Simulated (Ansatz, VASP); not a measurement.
BaF2 in VASP and in Ansatz

```
CELL_PARAMETERS angstrom
0.00000 3.11287 3.11287
3.11287 0.00000 3.11287
3.11287 3.11287 0.00000
ATOMIC_POSITIONS crystal
Ba 0.00000 0.00000 0.00000
F 0.25000 0.25000 0.25000
F 0.75000 0.75000 0.75000
```

Alike in both runs: task single point; functional RPBE; k mesh 4 × 4 × 4; no spin polarisation.

|  | VASP | Ansatz |
| --- | --- | --- |
| version | VASP 6.6.1 | Ansatz 0.2.0 |
| potentials or method | VASP PAW PBE potentials, release 64 (Ba_sv, F), cutoff 600 eV | scalar-relativistic, plane waves, PAW |
| occupations | tetrahedron | tetrahedron-uncorrected |
| valence electrons in the cell | 24 | 24 |

|  | VASP | Ansatz | Ansatz less VASP |
| --- | --- | --- | --- |
| gap on the k mesh at the Fermi level (eV) | 7.02 | 7.07 | +0.057 |
| least direct gap on the mesh (eV) | 7.08 | 7.16 | +0.076 |
| pressure (GPa) | 4.2 | 3.3 | -0.93 |

VASP's potentials were made for PBE, not for RPBE. Ansatz's warnings: band table not solved further.

The k mesh is coarse, so the values compare programs but aren't converged. Neither program's run includes spin-orbit coupling.
